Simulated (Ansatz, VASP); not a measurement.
# One calculation of NiGe, two programs

The input INCAR:

```
  ALGO = Normal
  EDIFF = 1E-7
  EDIFFG = -0.01
  ENCUT = 600
  GGA = PE
  IBRION = 2
  ISIF = 3
  ISMEAR = 0
  LASPH = T
  LCHARG = F
  LREAL = F
  LWAVE = F
  NELM = 80
  NSW = 100
  PREC = Accurate
  SIGMA = 0.1
```

The input KPOINTS:

```
k-points
0
Gamma
  16 16 12
```

File POSCAR:

```
NiGe
1.0
    2.6719410039      0.0000000000      0.0000000000
    0.0000000000      2.6719410039      0.0000000000
    0.0000000000      0.0000000000      3.6338397653
Ni Ge
1 1
Direct
    0.0000000000      0.0000000000      0.0000000000
    0.5000000000      0.5000000000      0.5000000000
```

Input for Ansatz:

```yaml
crystal:
  lattice:
    - [2.6719410039, 0.0, 0.0]
    - [0.0, 2.6719410039, 0.0]
    - [0.0, 0.0, 3.6338397653]
  atoms:
    - { symbol: Ni, position: [0.0, 0.0, 0.0] }
    - { symbol: Ge, position: [0.5, 0.5, 0.5] }
basis:
  ecutwfc: 420
kpoints:
  mp_grid: { grid: [16, 16, 12] }
hamiltonian:
  xc: pbe
scf:
  occupations: { method: gaussian, width: 0.1 }
output:
  forces: true
  stress: true
  eigenvalues: true
relax:
  adjacent_minimum: "off"
  f_tol: 0.01
  max_steps: 80
  cell: { stress_tol: 0.05 }
```

Alike in both runs: task relaxation of cell and atoms; functional PBE; k mesh 16 × 16 × 12; occupations gaussian, width 0.1 eV; no spin polarisation.

|  | VASP | Ansatz |
| --- | --- | --- |
| version | VASP 6.6.1 | Ansatz 0.2.0 |
| potentials or method | VASP PAW PBE potentials, release 64 (Ni, Ge_d), cutoff 600 eV | scalar-relativistic, plane waves, PAW |
| valence electrons in the cell | 24 | 32 |

```csv
,VASP,Ansatz,Ansatz less VASP
"gap on the k mesh at the Fermi level, each at its own relaxed structure (eV)",none,none,-
relaxed volume (Å³/atom),13.20,13.19,-0.010
relaxed length of the cell vector where the two differ most in proportion (Å),2.984,2.976,-0.0075
```

A gap of «none» marks a metal or a gap that the smearing closes. VASP's potentials hold 24 valence electrons a cell and Ansatz's 32, so a difference there can come from the potentials and not from the codes.
